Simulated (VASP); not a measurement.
# Si3IrRu (R-3m) in VASP: single point with PBE

Aim: the single point of Si3IrRu with PBE.

All numbers are computed with VASP 6.6.1; they aren't measurements. Logs are shortened: lines on timing, memory, paths and dates and some standing lists are left out, and cuts for length are marked.

### Step 1. The cell of the first run

It takes space group R-3m (No. 166, trigonal). The conventional cell has a = 4.948 Å, b = 4.948 Å, c = 11.984 Å, α = 90.00°, β = 90.00°, γ = 120.00°. Si (site symmetry 2/m) has 2 Ir at 2.46 Å and 2 Ru at 2.47 Å and 4 Si at 2.47 Å within 3.2 Å. Within 3.3 Å of Ru (site symmetry -3m) lie 6 Si at 2.47 Å. Within 3.2 Å of Ir (site symmetry -3m) lie 6 Si at 2.46 Å.

### Step 2. Single point, PBE

The input, INCAR:

```
  PREC = Accurate
  ENCUT = 500
  EDIFF = 1E-6
  ISMEAR = 0
  SIGMA = 0.2
  LREAL = False
  LASPH = True
  NELM = 120
  ALGO = Normal
  ISIF = 2
  LWAVE = False
  LCHARG = False
  GGA = PE
  NBANDS = 26
  GGA_COMPAT = False
```

The input, KPOINTS:

```
Automatic mesh
0
Gamma
  4 4 4
```

The input, POSCAR:

```
Si3IrRu
1.0
    2.4741792270      1.4284680427      3.9948224632
   -2.4741792270      1.4284680427      3.9948224632
    0.0000000000     -2.8569360855      3.9948224632
Si Ru Ir
3 1 1
Direct
    0.0000000000      0.0000000000      0.5000000000
    0.5000000000      0.0000000000      0.0000000000
    0.0000000000      0.5000000000      0.0000000000
    0.5000000000      0.5000000000      0.5000000000
    0.0000000000      0.0000000000      0.0000000000
```

Potentials or basis: VASP PAW PBE potentials, release 64 (Si, Ru_pv, Ir).

Started as:

```bash
> cat potpaw_PBE.64/Si/POTCAR potpaw_PBE.64/Ru_pv/POTCAR potpaw_PBE.64/Ir/POTCAR > POTCAR
> mpirun -np 1 vasp_std > vasp.out
```

OUTCAR:

```text
PREC = Accurate
   ENCUT = 500
   EDIFF = 1E-6
   ISMEAR = 0
   LREAL = False
   LASPH = True
   NELM = 120
   ISIF = 2
   GGA = PE

 ion  position               nearest neighbor table
   1  0.000  0.000  0.500-   5 2.46   5 2.46   4 2.47   4 2.47   3 2.47   3 2.47   2 2.47   2 2.47

   2  0.500  0.000  0.000-   5 2.46   5 2.46   3 2.47   3 2.47   4 2.47   1 2.47   4 2.47   1 2.47

   3  0.000  0.500  0.000-   5 2.46   5 2.46   2 2.47   2 2.47   1 2.47   4 2.47   1 2.47   4 2.47

   4  0.500  0.500  0.500-   1 2.47   1 2.47   2 2.47   2 2.47   3 2.47   3 2.47
   5  0.000  0.000  0.000-   2 2.46   3 2.46   3 2.46   2 2.46   1 2.46   1 2.46

  LATTYP: Found a trigonal (rhomboedric) cell.
 ALAT       =     4.9112819415
 COS(alpha) =     0.4924222509

  Lattice vectors:

 A1 = (   2.4741792270,   1.4284680427,   3.9948224632)
 A2 = (  -2.4741792270,   1.4284680427,   3.9948224632)
 A3 = (   0.0000000000,  -2.8569360855,   3.9948224632)

Analysis of symmetry for initial positions (statically):
=====================================================================
 Subroutine PRICEL returns:
 Original cell was already a primitive cell.

 Routine SETGRP: Setting up the symmetry group for a
 trigonal (rhombohedral) supercell.

 Subroutine GETGRP returns: Found 12 space group operations
 (whereof 12 operations were pure point group operations)
 out of a pool of 12 trial point group operations.

The static configuration has the point symmetry D_3d.

Analysis of symmetry for dynamics (positions and initial velocities):
=====================================================================
 Subroutine PRICEL returns:
 Original cell was already a primitive cell.

 Routine SETGRP: Setting up the symmetry group for a
 trigonal (rhombohedral) supercell.

 Subroutine GETGRP returns: Found 12 space group operations
 (whereof 12 operations were pure point group operations)
 out of a pool of 12 trial point group operations.

The dynamic configuration has the point symmetry D_3d.

 Subroutine INISYM returns: Found 12 space group operations
 (whereof 12 operations are pure point group operations),
 and found     1 'primitive' translations

----------------------------------------------------------------------------------------

                                     Primitive cell

  volume of cell :      84.7131

  direct lattice vectors                    reciprocal lattice vectors
     2.474179227  1.428468043  3.994822463     0.202087219  0.116675110  0.083441338
    -2.474179227  1.428468043  3.994822463    -0.202087219  0.116675110  0.083441338
     0.000000000 -2.856936086  3.994822463     0.000000000 -0.233350221  0.083441338

  length of vectors
     4.911281941  4.911281941  4.911281942     0.247820061  0.247820061  0.247820061

  position of ions in fractional coordinates (direct lattice)
     0.000000000  0.000000000  0.500000000
     0.500000000  0.000000000  0.000000000
     0.000000000  0.500000000  0.000000000
     0.500000000  0.500000000  0.500000000
     0.000000000  0.000000000  0.000000000

  ion indices of the primitive-cell ions
   primitive index   ion index
                 1           1
                 2           2
                 3           3
                 4           4
                 5           5

----------------------------------------------------------------------------------------

 KPOINTS: Automatic mesh

Automatic generation of k-mesh.
 Grid dimensions read from file:
 generate k-points for:    4    4    4

 Generating k-lattice:

  Cartesian coordinates                     Fractional coordinates (reciprocal lattice)
     0.050521805  0.029168778  0.020860335     0.250000000  0.000000000  0.000000000
    -0.050521805  0.029168778  0.020860335     0.000000000  0.250000000  0.000000000
     0.000000000 -0.058337555  0.020860335     0.000000000  0.000000000  0.250000000

  Length of vectors
     0.061955015  0.061955015  0.061955015

  Shift w.r.t. Gamma in fractional coordinates (k-lattice)
     0.000000000  0.000000000  0.000000000

 Subroutine IBZKPT returns following result:
 ===========================================

 Found     13 irreducible k-points:

 Following reciprocal coordinates:
            Coordinates               Weight
  0.000000  0.000000  0.000000      1.000000
  0.250000  0.000000  0.000000      6.000000
  0.500000  0.000000  0.000000      3.000000
  0.250000  0.250000  0.000000      6.000000
  0.500000  0.250000  0.000000     12.000000
 -0.250000  0.250000  0.000000      6.000000
  0.500000  0.500000  0.000000      3.000000
  0.250000  0.250000  0.250000      2.000000
  0.500000  0.250000  0.250000      6.000000
 -0.250000  0.250000  0.250000      6.000000
  0.500000  0.500000  0.250000      6.000000
 -0.250000  0.500000  0.250000      6.000000
  0.500000  0.500000  0.500000      1.000000
   k-points           NKPTS =     13   k-points in BZ     NKDIM =     13   number of bands    NBANDS=     26
   number of dos      NEDOS =    301   number of ions     NIONS =      5
   total plane-waves  NPLWV =  46656
   dimension x,y,z NGX =    36 NGY =   36 NGZ =   36
   dimension x,y,z NGXF=    72 NGYF=   72 NGZF=   72
   ions per type =               3   1   1
   NGX,Y,Z   is equivalent  to a cutoff of  12.19, 12.19, 12.19 a.u.
   NGXF,Y,Z  is equivalent  to a cutoff of  24.37, 24.37, 24.37 a.u.
 SYSTEM =  unknown system
   PREC   = accura    normal or accurate (medium, high low for compatibility)
   ISTART =      0    job   : 0-new  1-cont  2-samecut
   ICHARG =      2    charge: 1-file 2-atom 10-const
   ISPIN  =      1    spin polarized calculation?
   LNONCOLLINEAR =      F non collinear calculations
   LSORBIT =      F    spin-orbit coupling
   LASPH  =      T    aspherical Exc in radial PAW
   ENCUT  =  500.0 eV  36.75 Ry    6.06 a.u.   8.95  8.95  8.95*2*pi/ulx,y,z
   NELM   =    120;   NELMIN=  2; NELMDL= -5     # of ELM steps
   EDIFF  = 0.1E-05   stopping-criterion for ELM
   LREAL  =      F    real-space projection
   EDIFFG = 0.1E-04   stopping-criterion for IOM
   NSW    =      0    number of steps for IOM
   IBRION =     -1    ionic relax: 0-MD 1-quasi-New 2-CG
   NFREE  =      0    steps in history (QN), initial steepest desc. (CG)
   ISIF   =      2    stress and relaxation
   ISYM   =      2    0-nonsym 1-usesym 2-fastsym
   POTIM  = 0.5000    time-step for ionic-motion
   TEBEG  =    0.0;   TEEND  =   0.0 temperature during run
   PSTRESS=    0.0 pullay stress
   NELECT =      35.0000    total number of electrons
   NUPDOWN=      -1.0000    fix difference up-down
   EMIN   =  10.00;   EMAX   =-10.00  energy-range for DOS
   EFERMI =   0.00;   METHOD = LEGACY
   ISMEAR =     0;   SIGMA  =   0.20  broadening in eV -4-tet -1-fermi 0-gaus
   EFERMI_NEDOS =   21; number of points for ismear=-14 and -15
   IALGO  =     38    algorithm
   IMIX   =      4    mixing-type and parameters
     AMIX     =   0.40;   BMIX     =  1.00
     AMIX_MAG =   1.60;   BMIX_MAG =  1.00
  volume/ion in A,a.u.               =      16.94       114.33
  Fermi-wavevector in a.u.,A,eV,Ry     =   1.219310  2.304161 20.228002  1.486716
  Thomas-Fermi vector in A             =   2.354566
   LORBIT       =      0    0 simple, 1 ext, 2 COOP (PROOUT), +10 PAW based schemes
   GGA     = PE    functional components
   LHFCALC =     F    Hartree Fock is set to
   AEXX    =    0.0000 exact exchange contribution
   IVDW    =     0    specifies the selected vdW correction
   LEPSILON=     F    determine dielectric tensor
   LRPA    =     F    only Hartree local field effects (RPA)
 non-spin polarized calculation
 Gauss-broadening in eV      SIGMA  =   0.20
  energy-cutoff  :      500.00
  volume of cell :       84.71
 maximum number of plane-waves:      2170
   NGX = 17   NGY = 17   NGZ = 17

 number of electron      34.9999994 magnetization

 Free energy of the ion-electron system (eV)
  ---------------------------------------------------
  ext. energy  EPLUGINS =         0.00000000
  ---------------------------------------------------
  free energy    TOTEN  =       -33.06559587 eV

  energy without entropy =      -33.00903198  energy(sigma->0) =      -33.03731393

 E-fermi :   7.7618     XC(G=0): -11.0583

 val. band max:        7.6855104999   @ k =  -0.2500   0.2500   0.0000
 cond. band min:       7.8226848120   @ k =   0.5000   0.5000   0.5000
 fundamental gap:      0.1371743121
 Fermi energy:         7.7618162691

 k-point     1 :       0.0000    0.0000    0.0000
  band No.  band energies     occupation
      1     -34.6739      2.00000
      2     -34.6739      2.00000
      3     -34.1700      2.00000
      4      -5.2422      2.00000
      5       0.4893      2.00000
      6       0.4893      2.00000
[... 18 lines left out ...]
     25      14.4127      0.00000
     26      14.6775      0.00000

 k-point     2 :       0.2500    0.0000    0.0000
  band No.  band energies     occupation
      1     -34.6749      2.00000
      2     -34.6742      2.00000
      3     -34.1701      2.00000
      4      -4.7291      2.00000
      5      -0.9315      2.00000
      6       0.5973      2.00000
[... 18 lines left out ...]
     25      13.6146      0.00000
     26      14.2873      0.00000

 k-point     3 :       0.5000    0.0000    0.0000
  band No.  band energies     occupation
      1     -34.6760      2.00000
      2     -34.6745      2.00000
      3     -34.1702      2.00000
      4      -3.8044      2.00000
      5      -2.2764      2.00000
      6       0.7108      2.00000
[... 253 lines left out ...]
 k-point    12 :      -0.2500    0.5000    0.2500
  band No.  band energies     occupation
      1     -34.6756      2.00000
      2     -34.6749      2.00000
      3     -34.1703      2.00000
      4      -3.0186      2.00000
      5      -2.6931      2.00000
      6       0.0563      2.00000
[... 18 lines left out ...]
     25      14.4084      0.00000
     26      15.0669      0.00000

 k-point    13 :       0.5000    0.5000    0.5000
  band No.  band energies     occupation
      1     -34.6740      2.00000
      2     -34.6740      2.00000
      3     -34.1705      2.00000
      4      -4.2895      2.00000
      5      -0.4177      2.00000
      6       1.3329      2.00000
[... 18 lines left out ...]
     25      15.3379      0.00000
     26      15.3383      0.00000

------------------------ aborting loop because EDIFF is reached ----------------------------------------

  FORCE on cell =-STRESS in cart. coord.  units (eV):
  Direction    XX          YY          ZZ          XY          YZ          ZX
  --------------------------------------------------------------------------------------
  -------------------------------------------------------------------------------------
  Total       -0.1209473     -0.1209473      0.2972353      0.0000000     -0.0000000      0.0000000
  in kB       -2.2874746     -2.2874746      5.6216085      0.0000000     -0.0000000      0.0000000
  external PRESSURE =       0.3488864 kB  Pullay stress =       0.0000000 kB

 VOLUME and BASIS-vectors are now :
 -----------------------------------------------------------------------------
  energy-cutoff  :      500.00
  volume of cell :       84.71
      direct lattice vectors                 reciprocal lattice vectors
     2.474179227  1.428468043  3.994822463     0.202087219  0.116675110  0.083441338
    -2.474179227  1.428468043  3.994822463    -0.202087219  0.116675110  0.083441338
     0.000000000 -2.856936086  3.994822463     0.000000000 -0.233350221  0.083441338

 POSITION                                       TOTAL-FORCE (eV/Angst)
 -----------------------------------------------------------------------------------
      0.00000     -1.42847      1.99741         0.000000      0.000000     -0.000000
      1.23709      0.71423      1.99741         0.000000      0.000000     -0.000000
     -1.23709      0.71423      1.99741        -0.000000      0.000000      0.000000
      0.00000     -0.00000      5.99223         0.000000     -0.000000      0.000000
      0.00000      0.00000      0.00000         0.000000      0.000000      0.000000
 -----------------------------------------------------------------------------------
    total drift:                                0.000000     -0.000000      0.000000

  FREE ENERGIE OF THE ION-ELECTRON SYSTEM (eV)
  ---------------------------------------------------
  free  energy   TOTEN  =       -33.0655958742 eV

  energy  without entropy=      -33.0090319848  energy(sigma->0) =      -33.03731393
```

Wall time 31 s (1 thread of Intel Xeon 6975P-C (Granite Rapids), shared host); peak memory 0.21 GiB.

Results:

| Item | Value |
| --- | --- |
| Free energy | -33.0656 eV |
| Pressure | 0.0 GPa |

Levels at points of the mesh, in eV from the Fermi level:
```csv
k point,band 14,band 15,band 16,band 17,band 18,band 19,band 20,band 21,band 22,band 23
"(0.00, 0.00, 0.00)",-2.02,-2.02,-1.93,-0.34,-0.34,1.02,1.02,1.51,2.91,2.91
"(0.50, 0.00, 0.00)",-2.28,-1.34,-0.90,-0.78,-0.37,1.00,1.85,2.73,3.54,3.91
"(0.50, 0.50, 0.00)",-2.01,-1.67,-0.47,-0.31,0.28,0.76,0.98,2.25,4.53,5.00
"(0.50, 0.50, 0.50)",-1.62,-0.84,-0.62,0.06,0.06,0.61,0.61,1.38,4.70,6.46
```

Caveat: the k points lie up to 0.39 Å⁻¹ apart; spin-orbit coupling is left out, which moves the levels of the heavy elements.
